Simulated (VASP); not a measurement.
A run of VASP 6.6.1 is set up as follows.

The input INCAR:

```
PREC     = Accurate       # precision mode
ENCUT    = 820            # plane-wave cutoff, eV
EDIFF    = 1E-6           # SCF threshold, eV
ISMEAR   = -1             # smearing method
SIGMA    = 0.05           # smearing width, eV
LREAL    = False          # projectors in reciprocal space
LASPH    = True           # aspherical terms in the spheres
NELM     = 120            # most SCF steps
ALGO     = Normal         # electronic algorithm
ISIF     = 2              # what is computed and relaxed
LWAVE    = False          # write WAVECAR
LCHARG   = True           # write CHGCAR
GGA      = RP             # functional
IVDW     = 13             # dispersion correction
LELF     = True           # ELF
LVHAR    = True         
NBANDS   = 33             # bands
GGA_COMPAT= False
```

The input KPOINTS:

```
regular mesh
0
Gamma
  10 10 5
```

The input POSCAR:

```
CuO
1.0
    2.3261324123     -1.6998144190      0.0000000000
    2.3261324123      1.6998144190      0.0000000000
   -0.8443223728      0.0000000000      5.0239229397
Cu O
2 2
Direct
    0.5000000000      0.0000000000      0.5000000000
    0.0000000000      0.5000000000      0.0000000000
    0.4184000000      0.5816000000      0.7500000000
    0.5816000000      0.4184000000      0.2500000000
```

Potentials or basis: VASP PAW PBE potentials, release 64 (Cu_sv_GW, O).

Command:

```sh
$ cat potpaw_PBE.64/Cu_sv_GW/POTCAR potpaw_PBE.64/O/POTCAR > POTCAR
$ mpirun -np 1 vasp_std > vasp.out
```

Problem. Predict the largest force.

Solution. 0.116 eV/Å.

Problem. Predict the dispersion energy per atom.

Solution. -0.699 eV.

Problem. What does it give for the pressure?

Solution. 4.6 GPa.

Problem. What does it give for the band gap on the k mesh?

Solution. Zero (bands 25 and 26 overlap by 0.59 eV).

Forces in eV/Å, atoms in the order of the input:
```
Cu   0.000  0.000  0.000
Cu   0.000  0.000  0.000
O    0.000 -0.116  0.000
O    0.000  0.116  0.000
```

Caveat: the cell stands under pressure; the PAW data sets were made with another functional, which shifts forces and pressure a little; semilocal functionals often make such compounds metallic where correlation or magnetic order opens a gap, which also shifts bond lengths. With open d or f shells a metallic result of RPBE can be an artefact of self-interaction; +U or a hybrid may open a gap.
